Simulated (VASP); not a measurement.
Here is a VASP 6.6.1 calculation.

File INCAR:

```
SYSTEM = NbP
PREC = Accurate
ENCUT = 520
EDIFF = 1E-7
ISMEAR = 0
SIGMA = 0.1
LREAL = .False.
LASPH = .True.
NELM = 100
ALGO = Normal
ISIF = 2
LWAVE = .False.
LCHARG = .True.
GGA = PE
IVDW = 13
LELF = .True.
LVHAR = .True.
NBANDS = 26
```

The input KPOINTS:

```
regular mesh
0
Gamma
  6 6 6
  0 0 0
```

The input POSCAR:

```
NbP
1.0
   -1.6625000000      1.6625000000      5.6900000000
    1.6625000000     -1.6625000000      5.6900000000
    1.6625000000      1.6625000000     -5.6900000000
Nb P
2 2
Direct
    0.0000000000      0.0000000000      0.0000000000
    0.7500000000      0.2500000000      0.5000000000
    0.5000000000      0.5000000000      0.0000000000
    0.2500000000      0.7500000000      0.5000000000
```

Potentials or basis: VASP PAW PBE potentials, release 64 (Nb_sv, P).

Run with:

```sh
$ cat potpaw_PBE.64/Nb_sv/POTCAR potpaw_PBE.64/P/POTCAR > POTCAR
$ mpirun -np 1 vasp_std > vasp.out
```

**Question.** What does it give for the pressure?

**Answer.** 14.7 GPa.

**Question.** What does it give for the band gap on the k mesh?

**Answer.** Zero (band 18 reaches 11.84 eV, above the bottom of band 19 at 10.57 eV).

**Question.** Predict the dispersion energy per atom.

**Answer.** -0.430 eV.

Stress tensor (GPa, compression positive):
```
 29.02   0.00   0.00
  0.00  29.02   0.00
  0.00   0.00 -14.01
```

Caveat: the k points lie up to 0.45 Å⁻¹ apart; pairwise dispersion overbinds metals, which lowers pressure and volume.
